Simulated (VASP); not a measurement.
# MnO2 (P4_2/mnm) in VASP: further runs, part 2 of 2

VASP 6.6.1. The steps go on from the part before.

## 3. Single point, PBE

File INCAR:

```
SYSTEM = MnO2
PREC = Accurate
ENCUT = 600
EDIFF = 1E-6
ISMEAR = -1
SIGMA = 0.02
LREAL = .False.
LASPH = .True.
NELM = 120
ALGO = Normal
ISIF = 2
LWAVE = .False.
LCHARG = .False.
GGA = PE
NBANDS = 36
GGA_COMPAT = .False.
```

File KPOINTS:

```
Automatic mesh
0
Gamma
  5 5 7
  0 0 0
```

File POSCAR:

```
MnO2
1.0
    4.3983000000      0.0000000000      0.0000000000
    0.0000000000      4.3983000000      0.0000000000
    0.0000000000      0.0000000000      2.8730000000
Mn O
2 4
Direct
    0.0000000000      0.0000000000      0.0000000000
    0.5000000000      0.5000000000      0.5000000000
    0.3051500000      0.3051500000      0.0000000000
    0.1948500000      0.8051500000      0.5000000000
    0.6948500000      0.6948500000      0.0000000000
    0.8051500000      0.1948500000      0.5000000000
```

Potentials or basis: VASP PAW PBE potentials, release 64 (Mn_sv, O).

Run with:

```console
cat potpaw_PBE.64/Mn_sv/POTCAR potpaw_PBE.64/O/POTCAR > POTCAR
mpirun -np 1 vasp_std > vasp.out
```

OUTCAR:

```text
SYSTEM = MnO2
   PREC = Accurate
   ENCUT = 600
   EDIFF = 1E-6
   ISMEAR = -1
   LREAL = .False.
   LASPH = .True.
   NELM = 120
   ISIF = 2
   GGA = PE

 ion  position               nearest neighbor table
   1  0.000  0.000  0.000-   4 1.88   6 1.88   4 1.88   6 1.88   5 1.90   3 1.90
   2  0.500  0.500  0.500-   3 1.88   5 1.88   3 1.88   5 1.88   4 1.90   6 1.90
   3  0.305  0.305  0.000-   2 1.88   2 1.88   1 1.90
   4  0.195  0.805  0.500-   1 1.88   1 1.88   2 1.90
   5  0.695  0.695  0.000-   2 1.88   2 1.88   1 1.90
   6  0.805  0.195  0.500-   1 1.88   1 1.88   2 1.90

  LATTYP: Found a simple tetragonal cell.
 ALAT       =     4.3983000000
 C/A-ratio  =     0.6532069209

  Lattice vectors:

 A1 = (   4.3983000000,   0.0000000000,   0.0000000000)
 A2 = (   0.0000000000,   4.3983000000,   0.0000000000)
 A3 = (   0.0000000000,   0.0000000000,   2.8730000000)

Analysis of symmetry for initial positions (statically):
=====================================================================
 Subroutine PRICEL returns:
 Original cell was already a primitive cell.

 Routine SETGRP: Setting up the symmetry group for a
 simple tetragonal supercell.

 Subroutine GETGRP returns: Found 16 space group operations
 (whereof  8 operations were pure point group operations)
 out of a pool of 16 trial point group operations.

The static configuration has the point symmetry D_2h.
 The point group associated with its full space group is D_4h.

Analysis of symmetry for dynamics (positions and initial velocities):
=====================================================================
 Subroutine PRICEL returns:
 Original cell was already a primitive cell.

 Routine SETGRP: Setting up the symmetry group for a
 simple tetragonal supercell.

 Subroutine GETGRP returns: Found 16 space group operations
 (whereof  8 operations were pure point group operations)
 out of a pool of 16 trial point group operations.

The dynamic configuration has the point symmetry D_2h.
 The point group associated with its full space group is D_4h.
[... 128 lines left out ...]
  Fermi-wavevector in a.u.,A,eV,Ry     =   1.621453  3.064101 35.771202  2.629109
  Thomas-Fermi vector in A             =   2.715226
   LORBIT       =      0    0 simple, 1 ext, 2 COOP (PROOUT), +10 PAW based schemes
   GGA     = PE    functional components
   LHFCALC =     F    Hartree Fock is set to
   AEXX    =    0.0000 exact exchange contribution
   IVDW    =     0    specifies the selected vdW correction
   LEPSILON=     F    determine dielectric tensor
   LRPA    =     F    only Hartree local field effects (RPA)
 non-spin polarized calculation
  energy-cutoff  :      600.00
  volume of cell :       55.58
 maximum number of plane-waves:      1883
 NGX is ok and might be reduce to    36
   NGX = 17   NGY = 17   NGZ = 11

 number of electron      53.9999940 magnetization

 Free energy of the ion-electron system (eV)
  ---------------------------------------------------
  ext. energy  EPLUGINS =         0.00000000
  ---------------------------------------------------
  free energy    TOTEN  =       -46.80729578 eV

  energy without entropy =      -46.79298211  energy(sigma->0) =      -46.80013894

 E-fermi :   6.7399     XC(G=0): -12.0913

 val. band max:        6.7378980229   @ k =   0.4000   0.0000   0.0000
 cond. band min:       6.7430052682   @ k =   0.4000   0.2000   0.2857
 fundamental gap:      0.0051072454
 Fermi energy:         6.7398570898

 k-point     1 :       0.0000    0.0000    0.0000
  band No.  band energies     occupation
      1     -73.2881      2.00000
      2     -73.2850      2.00000
      3     -42.1194      2.00000
      4     -42.1194      2.00000
      5     -41.9771      2.00000
      6     -41.9771      2.00000
[... 925 lines left out ...]
     35      18.3882      0.00000
     36      18.7184      0.00000

------------------------ aborting loop because EDIFF is reached ----------------------------------------

  FORCE on cell =-STRESS in cart. coord.  units (eV):
  Direction    XX          YY          ZZ          XY          YZ          ZX
  --------------------------------------------------------------------------------------
  -------------------------------------------------------------------------------------
  Total       -2.0067527     -2.0067527     -4.4258614      0.0000000      0.0000000      0.0000000
  in kB      -57.8494351    -57.8494351   -127.5860126      0.0000000      0.0000000      0.0000000
  external PRESSURE =     -81.0949609 kB  Pullay stress =       0.0000000 kB

 VOLUME and BASIS-vectors are now :
 -----------------------------------------------------------------------------
  energy-cutoff  :      600.00
  volume of cell :       55.58
      direct lattice vectors                 reciprocal lattice vectors
     4.398300000  0.000000000  0.000000000     0.227360571  0.000000000  0.000000000
     0.000000000  4.398300000  0.000000000     0.000000000  0.227360571  0.000000000
     0.000000000  0.000000000  2.873000000     0.000000000  0.000000000  0.348068221

 POSITION                                       TOTAL-FORCE (eV/Angst)
 -----------------------------------------------------------------------------------
      0.00000      0.00000      0.00000         0.000000      0.000000     -0.000000
      2.19915      2.19915      1.43650         0.000000      0.000000     -0.000000
      1.34214      1.34214      0.00000        -0.227041     -0.227041     -0.000000
      0.85701      3.54129      1.43650         0.227041     -0.227041     -0.000000
      3.05616      3.05616      0.00000         0.227041      0.227041      0.000000
      3.54129      0.85701      1.43650        -0.227041      0.227041      0.000000
 -----------------------------------------------------------------------------------
    total drift:                                0.000000      0.000000      0.000000

  FREE ENERGIE OF THE ION-ELECTRON SYSTEM (eV)
  ---------------------------------------------------
  free  energy   TOTEN  =       -46.8072957797 eV

  energy  without entropy=      -46.7929821068  energy(sigma->0) =      -46.80013894
```

Wall time 25 s (1 thread of Intel Xeon 6975P-C (Granite Rapids), shared host); peak memory 0.19 GiB.

Results:

| Property | Result |
| --- | --- |
| Free energy | -46.8073 eV |
| Pressure | -8.1 GPa |
| Largest force | 0.321 eV/Å |
| Band gap on the k mesh | zero (band 27 reaches 6.93 eV, above the bottom of band 28 at 6.18 eV) |

Forces in eV/Å, atoms in the order of the input:
```
Mn   0.000  0.000  0.000
Mn   0.000  0.000  0.000
O   -0.227 -0.227  0.000
O    0.227 -0.227  0.000
O    0.227  0.227  0.000
O   -0.227  0.227  0.000
```

Stress tensor (GPa, compression positive):
```
 -5.78   0.00   0.00
  0.00  -5.78   0.00
  0.00   0.00 -12.76
```

Caveat: the run has no spin polarisation, though such a crystal can be magnetic; semilocal functionals often make such compounds metallic where correlation or magnetic order opens a gap, which also shifts bond lengths. With open d or f shells a metallic result of PBE can be an artefact of self-interaction; +U or a hybrid may open a gap.
